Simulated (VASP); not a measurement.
# YF (P4/nmm) in VASP: a series of runs

The runs below take YF through single point, relaxation of cell and atoms, with PBE.

Everything below comes from runs of VASP 6.6.1. Logs are shortened: lines on timing, memory, paths and dates and some standing lists are left out, and cuts for length are marked.

### 1 The cell of the first run

It takes space group P4/nmm (No. 129, tetragonal). Conventional cell: a = 3.914 Å, b = 3.914 Å, c = 5.536 Å, α = 90.00°, β = 90.00°, γ = 90.00°. Within 3.2 Å of Y (site symmetry 4mm) lie 4 F at 2.40 Å. Within 3.2 Å of F (site symmetry -4m2) lie 4 Y at 2.40 Å and 4 F at 2.77 Å.

### 2 Single point, PBE, collinear spin (atoms taken out)

File INCAR:

```
SYSTEM = YF
  PREC = Accurate
  ENCUT = 520
  EDIFF = 1E-6
  ISMEAR = 0
  SIGMA = 0.1
  LREAL = .FALSE.
  LASPH = .TRUE.
  NELM = 150
  ALGO = Normal
  ISIF = 2
  LWAVE = .FALSE.
  LCHARG = .FALSE.
  ISPIN = 2
  MAGMOM = 0 0 1 1
  LORBIT = 11
  LMAXMIX = 4
  GGA = PE
  NBANDS = 30
```

File KPOINTS:

```
Automatic mesh
0
G
  4 4 4
  0 0 0
```

File POSCAR:

```
YF
1.0
    3.9142846100      0.0000000000      0.0000000000
    0.0000000000      3.9142846100      0.0000000000
    0.0000000000      0.0000000000      5.5356343800
Y F
2 2
Direct
    0.5000000000      0.0000000000      0.7500000000
    0.0000000000      0.5000000000      0.2500000000
    0.0000000000      0.0000000000      0.0000000000
    0.5000000000      0.5000000000      0.0000000000
```

Potentials or basis: VASP PAW PBE potentials, release 64 (Y_sv, F).

Command:

```bash
> cat potpaw_PBE.64/Y_sv/POTCAR potpaw_PBE.64/F/POTCAR > POTCAR
> mpirun -np 1 vasp_std > vasp.out
```

OUTCAR:

```text
SYSTEM = YF
   PREC = Accurate
   ENCUT = 520
   EDIFF = 1E-6
   ISMEAR = 0
   LREAL = .FALSE.
   LASPH = .TRUE.
   NELM = 150
   ISIF = 2
   ISPIN = 2
   LORBIT = 11
   GGA = PE

 ion  position               nearest neighbor table
   1  0.500  0.000  0.750-   3 2.40   4 2.40   4 2.40   3 2.40   2 3.91   2 3.91   2 3.91   2 3.91
                             2 3.91   2 3.91   2 3.91   2 3.91
   2  0.000  0.500  0.250-   3 2.40   4 2.40   3 2.40   4 2.40   1 3.91   1 3.91   1 3.91   1 3.91
                             1 3.91   1 3.91   1 3.91   1 3.91
   3  0.000  0.000  0.000-   1 2.40   2 2.40   2 2.40   1 2.40
   4  0.500  0.500  0.000-   1 2.40   2 2.40   1 2.40   2 2.40

  LATTYP: Found a simple tetragonal cell.
 ALAT       =     3.9142846100
 C/A-ratio  =     1.4142135617

  Lattice vectors:

 A1 = (   3.9142846100,   0.0000000000,   0.0000000000)
 A2 = (   0.0000000000,   3.9142846100,   0.0000000000)
 A3 = (   0.0000000000,   0.0000000000,   5.5356343800)

Analysis of symmetry for initial positions (statically):
=====================================================================
 Subroutine PRICEL returns:
 Original cell was already a primitive cell.

 Routine SETGRP: Setting up the symmetry group for a
 simple tetragonal supercell.

 Subroutine GETGRP returns: Found 16 space group operations
 (whereof  8 operations were pure point group operations)
 out of a pool of 16 trial point group operations.

The static configuration has the point symmetry D_2d.
 The point group associated with its full space group is D_4h.

Analysis of symmetry for dynamics (positions and initial velocities):
=====================================================================
 Subroutine PRICEL returns:
 Original cell was already a primitive cell.

 Routine SETGRP: Setting up the symmetry group for a
 simple tetragonal supercell.

 Subroutine GETGRP returns: Found 16 space group operations
 (whereof  8 operations were pure point group operations)
 out of a pool of 16 trial point group operations.

The dynamic configuration has the point symmetry D_2d.
 The point group associated with its full space group is D_4h.

Analysis of structural, dynamic, and magnetic symmetry:
=====================================================================
 Subroutine PRICEL returns:
 Original cell was already a primitive cell.

 Routine SETGRP: Setting up the symmetry group for a
 simple tetragonal supercell.

 Subroutine GETGRP returns: Found 16 space group operations
 (whereof  8 operations were pure point group operations)
 out of a pool of 16 trial point group operations.

The overall configuration has the point symmetry D_2d.
 The point group associated with its full space group is D_4h.

 Subroutine INISYM returns: Found 16 space group operations
 (whereof  8 operations are pure point group operations),
 and found     1 'primitive' translations

----------------------------------------------------------------------------------------

                                     Primitive cell

  volume of cell :      84.8149

  direct lattice vectors                    reciprocal lattice vectors
     3.914284610  0.000000000  0.000000000     0.255474525  0.000000000  0.000000000
     0.000000000  3.914284610  0.000000000     0.000000000  0.255474525  0.000000000
     0.000000000  0.000000000  5.535634380     0.000000000  0.000000000  0.180647769

  length of vectors
     3.914284610  3.914284610  5.535634380     0.255474525  0.255474525  0.180647769

  position of ions in fractional coordinates (direct lattice)
     0.500000000  0.000000000  0.750000000
     0.000000000  0.500000000  0.250000000
     0.000000000  0.000000000  0.000000000
     0.500000000  0.500000000  0.000000000

  ion indices of the primitive-cell ions
   primitive index   ion index
                 1           1
                 2           2
                 3           3
                 4           4

----------------------------------------------------------------------------------------

 KPOINTS: Automatic mesh

Automatic generation of k-mesh.
 Grid dimensions read from file:
 generate k-points for:    4    4    4

 Generating k-lattice:

  Cartesian coordinates                     Fractional coordinates (reciprocal lattice)
     0.063868631  0.000000000  0.000000000     0.250000000  0.000000000  0.000000000
     0.000000000  0.063868631  0.000000000     0.000000000  0.250000000  0.000000000
     0.000000000  0.000000000  0.045161942     0.000000000  0.000000000  0.250000000

  Length of vectors
     0.063868631  0.063868631  0.045161942

  Shift w.r.t. Gamma in fractional coordinates (k-lattice)
     0.000000000  0.000000000  0.000000000

 Subroutine IBZKPT returns following result:
 ===========================================

 Found     18 irreducible k-points:

 Following reciprocal coordinates:
            Coordinates               Weight
  0.000000  0.000000  0.000000      1.000000
  0.250000  0.000000  0.000000      4.000000
  0.500000  0.000000  0.000000      2.000000
  0.250000  0.250000  0.000000      4.000000
  0.500000  0.250000  0.000000      4.000000
  0.500000  0.500000  0.000000      1.000000
[... 10 lines left out ...]
  0.500000  0.250000  0.500000      4.000000
  0.500000  0.500000  0.500000      1.000000
   k-points           NKPTS =     18   k-points in BZ     NKDIM =     18   number of bands    NBANDS=     30
   number of dos      NEDOS =    301   number of ions     NIONS =      4
   total plane-waves  NPLWV =  37800
   dimension x,y,z NGX =    30 NGY =   30 NGZ =   42
   dimension x,y,z NGXF=    60 NGYF=   60 NGZF=   84
   ions per type =               2   2
   NGX,Y,Z   is equivalent  to a cutoff of  12.74, 12.74, 12.61 a.u.
   NGXF,Y,Z  is equivalent  to a cutoff of  25.48, 25.48, 25.23 a.u.
 SYSTEM =  YF
   PREC   = accura    normal or accurate (medium, high low for compatibility)
   ISTART =      0    job   : 0-new  1-cont  2-samecut
   ICHARG =      2    charge: 1-file 2-atom 10-const
   ISPIN  =      2    spin polarized calculation?
   LNONCOLLINEAR =      F non collinear calculations
   LSORBIT =      F    spin-orbit coupling
   LASPH  =      T    aspherical Exc in radial PAW
   ENCUT  =  520.0 eV  38.22 Ry    6.18 a.u.   7.28  7.28 10.29*2*pi/ulx,y,z
   NELM   =    150;   NELMIN=  2; NELMDL= -5     # of ELM steps
   EDIFF  = 0.1E-05   stopping-criterion for ELM
   LREAL  =      F    real-space projection
   EDIFFG = 0.1E-04   stopping-criterion for IOM
   NSW    =      0    number of steps for IOM
   IBRION =     -1    ionic relax: 0-MD 1-quasi-New 2-CG
   NFREE  =      0    steps in history (QN), initial steepest desc. (CG)
   ISIF   =      2    stress and relaxation
   ISYM   =      2    0-nonsym 1-usesym 2-fastsym
   POTIM  = 0.5000    time-step for ionic-motion
   TEBEG  =    0.0;   TEEND  =   0.0 temperature during run
   PSTRESS=    0.0 pullay stress
   NELECT =      36.0000    total number of electrons
   NUPDOWN=      -1.0000    fix difference up-down
   EMIN   =  10.00;   EMAX   =-10.00  energy-range for DOS
   EFERMI =   0.00;   METHOD = LEGACY
   ISMEAR =     0;   SIGMA  =   0.10  broadening in eV -4-tet -1-fermi 0-gaus
   EFERMI_NEDOS =   21; number of points for ismear=-14 and -15
   IALGO  =     38    algorithm
   IMIX   =      4    mixing-type and parameters
     AMIX     =   0.40;   BMIX     =  1.00
     AMIX_MAG =   1.60;   BMIX_MAG =  1.00
  volume/ion in A,a.u.               =      21.20       143.09
  Fermi-wavevector in a.u.,A,eV,Ry     =   1.230321  2.324969 20.594983  1.513689
  Thomas-Fermi vector in A             =   2.365174
   LORBIT       =     11    0 simple, 1 ext, 2 COOP (PROOUT), +10 PAW based schemes
   GGA     = PE    functional components
   LHFCALC =     F    Hartree Fock is set to
   AEXX    =    0.0000 exact exchange contribution
   IVDW    =     0    specifies the selected vdW correction
   LEPSILON=     F    determine dielectric tensor
   LRPA    =     F    only Hartree local field effects (RPA)
 spin polarized calculation
 Gauss-broadening in eV      SIGMA  =   0.10
  energy-cutoff  :      520.00
  volume of cell :       84.81
 maximum number of plane-waves:      2316
 NGX is ok and might be reduce to    30
   NGX = 15   NGY = 15   NGZ = 21

 number of electron      35.9999985 magnetization      -0.0002289

 number of electron      35.9999985 magnetization       0.0001194

 Free energy of the ion-electron system (eV)
  ---------------------------------------------------
  ext. energy  EPLUGINS =         0.00000000
  ---------------------------------------------------
  free energy    TOTEN  =       -26.69443502 eV

  energy without entropy =      -26.68855625  energy(sigma->0) =      -26.69149564

 E-fermi :   3.8987     XC(G=0):  -9.4399

 val. band max:        3.8033258978   @ k =   0.2500   0.2500   0.2500
 cond. band min:       3.9605618300   @ k =   0.2500   0.0000   0.5000
 fundamental gap:      0.1572359322
 Fermi energy:         3.8987203969

 spin component 1

 k-point     1 :       0.0000    0.0000    0.0000
  band No.  band energies     occupation
      1     -40.2146      1.00000
      2     -40.1764      1.00000
      3     -23.5320      1.00000
      4     -22.7452      1.00000
      5     -20.1991      1.00000
      6     -20.1991      1.00000
[... 22 lines left out ...]
     29      10.2643      0.00000
     30      12.3862      0.00000

 k-point     2 :       0.2500    0.0000    0.0000
  band No.  band energies     occupation
      1     -40.2043      1.00000
      2     -40.1772      1.00000
      3     -23.4801      1.00000
      4     -22.9522      1.00000
      5     -20.1767      1.00000
      6     -20.1586      1.00000
[... 22 lines left out ...]
     29      10.3283      0.00000
     30      10.9161      0.00000

 k-point     3 :       0.5000    0.0000    0.0000
  band No.  band energies     occupation
      1     -40.1859      1.00000
      2     -40.1859      1.00000
      3     -23.2882      1.00000
      4     -23.2882      1.00000
      5     -20.1480      1.00000
      6     -20.1480      1.00000
[... 461 lines left out ...]
      6     -20.2250      1.00000
[... 22 lines left out ...]
     29       9.3698      0.00000
     30       9.3698      0.00000

 k-point    18 :       0.5000    0.5000    0.5000
  band No.  band energies     occupation
      1     -40.1764      1.00000
      2     -40.1764      1.00000
      3     -23.3832      1.00000
      4     -23.3832      1.00000
      5     -20.2557      1.00000
      6     -20.2557      1.00000
[... 22 lines left out ...]
     29      10.2181      0.00000
     30      10.2181      0.00000
 Fermi energy:         3.8987203969

 spin component 2

 k-point     1 :       0.0000    0.0000    0.0000
  band No.  band energies     occupation
      1     -40.2146      1.00000
      2     -40.1764      1.00000
      3     -23.5320      1.00000
      4     -22.7452      1.00000
      5     -20.1991      1.00000
      6     -20.1991      1.00000
[... 22 lines left out ...]
     29      10.2645      0.00000
     30      12.3863      0.00000

 k-point     2 :       0.2500    0.0000    0.0000
  band No.  band energies     occupation
      1     -40.2042      1.00000
      2     -40.1772      1.00000
      3     -23.4801      1.00000
      4     -22.9522      1.00000
      5     -20.1767      1.00000
      6     -20.1586      1.00000
[... 22 lines left out ...]
     29      10.3284      0.00000
     30      10.9161      0.00000

 k-point     3 :       0.5000    0.0000    0.0000
  band No.  band energies     occupation
      1     -40.1859      1.00000
      2     -40.1859      1.00000
      3     -23.2882      1.00000
      4     -23.2882      1.00000
      5     -20.1480      1.00000
      6     -20.1480      1.00000
[... 484 lines left out ...]
     29       9.3700      0.00000
     30       9.3700      0.00000

 k-point    18 :       0.5000    0.5000    0.5000
  band No.  band energies     occupation
      1     -40.1764      1.00000
      2     -40.1764      1.00000
      3     -23.3832      1.00000
      4     -23.3832      1.00000
      5     -20.2557      1.00000
      6     -20.2557      1.00000
[... 22 lines left out ...]
     29      10.2183      0.00000
     30      10.2183      0.00000

------------------------ aborting loop because EDIFF is reached ----------------------------------------

  FORCE on cell =-STRESS in cart. coord.  units (eV):
  Direction    XX          YY          ZZ          XY          YZ          ZX
  --------------------------------------------------------------------------------------
  -------------------------------------------------------------------------------------
  Total       -2.0594063     -2.0594063     -0.5924855      0.0000000     -0.0000000      0.0000000
  in kB      -38.9027602    -38.9027602    -11.1922175      0.0000000     -0.0000000      0.0000000
  external PRESSURE =     -29.6659127 kB  Pullay stress =       0.0000000 kB

 VOLUME and BASIS-vectors are now :
 -----------------------------------------------------------------------------
  energy-cutoff  :      520.00
  volume of cell :       84.81
      direct lattice vectors                 reciprocal lattice vectors
     3.914284610  0.000000000  0.000000000     0.255474525  0.000000000  0.000000000
     0.000000000  3.914284610  0.000000000     0.000000000  0.255474525  0.000000000
     0.000000000  0.000000000  5.535634380     0.000000000  0.000000000  0.180647769

 POSITION                                       TOTAL-FORCE (eV/Angst)
 -----------------------------------------------------------------------------------
      1.95714      0.00000      4.15173        -0.000000      0.000000     -0.816256
      0.00000      1.95714      1.38391        -0.000000      0.000000      0.816256
      0.00000      0.00000      0.00000        -0.000000      0.000000      0.000000
      1.95714      1.95714      0.00000         0.000000     -0.000000      0.000000
 -----------------------------------------------------------------------------------
    total drift:                                0.000000      0.000000      0.000000

  FREE ENERGIE OF THE ION-ELECTRON SYSTEM (eV)
  ---------------------------------------------------
  free  energy   TOTEN  =       -26.6944350213 eV

  energy  without entropy=      -26.6885562538  energy(sigma->0) =      -26.69149564

 total charge

# of ion       s       p       d       f       tot
--------------------------------------------------
    1        2.183   6.253   0.781   0.043   9.260
    2        2.183   6.253   0.781   0.043   9.260
    3        1.738   4.378   0.000   0.000   6.116
    4        1.738   4.378   0.000   0.000   6.116
--------------------------------------------------
tot          7.842  21.263   1.562   0.086  30.753

 magnetization (x)

# of ion       s       p       d       f       tot
--------------------------------------------------
    1        0.000  -0.000  -0.000   0.000  -0.000
    2        0.000  -0.000  -0.000   0.000  -0.000
    3       -0.000  -0.000   0.000   0.000  -0.000
    4       -0.000  -0.000   0.000   0.000  -0.000
--------------------------------------------------
tot          0.000  -0.000  -0.000   0.000  -0.000
```

It took 1.8 min on 1 thread of Intel Xeon 8259CL, shared host; peak memory 0.26 GiB.

What came out:

| Item | Value |
| --- | --- |
| Free energy | -26.6944 eV |
| Pressure | -3.0 GPa |
| Largest force | 0.816 eV/Å |
| Band gap on the k mesh | zero (filled and empty bands overlap) |
| Net moment | 0.00 μB per cell |
| Valence electrons inside the program's atomic spheres | Y 9.26; F 6.12 |

Forces on the atoms (eV/Å):
```
Y    0.000  0.000 -0.816
Y    0.000  0.000  0.816
F    0.000  0.000  0.000
F    0.000  0.000  0.000
```

Caveat: the k points lie up to 0.40 Å⁻¹ apart, too coarse for converged energies and pressures of a metal; the cell differs from its parent crystal (atoms taken out).

[end of part 1 of 2]

The gap in the log of VASP goes by the Fermi energy; the results here count the filled bands.